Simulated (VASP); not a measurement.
## Ag: single point with PBE

Crystal: Ag.

```
Ag
1.0
     0.00000    2.07375    2.07375
     2.07375    0.00000    2.07375
     2.07375    2.07375    0.00000
Ag
1
Direct
  0.00000 0.00000 0.00000
```

| Property | Result |
| --- | --- |
| Program | VASP 6.6.1 |
| Task | single point |
| Functional | PBE |
| Potentials or basis | VASP PAW PBE potentials, release 64 (Ag) |
| Cutoff | 500 eV |
| k mesh | 18 × 18 × 18 |
| Occupations | gaussian, width 0.1 eV |
| Spin | no spin polarisation |
| Dipole correction | no |
| Further INCAR settings | ALGO = Normal; EDIFF = 1e-06; NBANDS = 12 |

- Pressure: -0.1 GPa

Levels at points of the mesh, in eV from the Fermi level:
| k point | band 4 | band 5 | band 6 | band 7 | band 8 | band 9 |
| --- | --- | --- | --- | --- | --- | --- |
| (0.00, 0.00, 0.00) | -4.62 | -3.66 | -3.66 | 15.95 | 19.26 | 19.26 |
| (0.50, 0.00, 0.00) | -2.93 | -2.93 | -0.25 | 3.39 | 15.18 | 17.44 |
| (0.50, 0.50, 0.00) | -2.74 | -2.74 | 1.68 | 6.43 | 10.47 | 10.47 |

Run time: 15 s on 1 thread of Intel(R) Xeon(R) Platinum 8488C (Sapphire Rapids), on a shared host, peak memory 0.16 GiB.
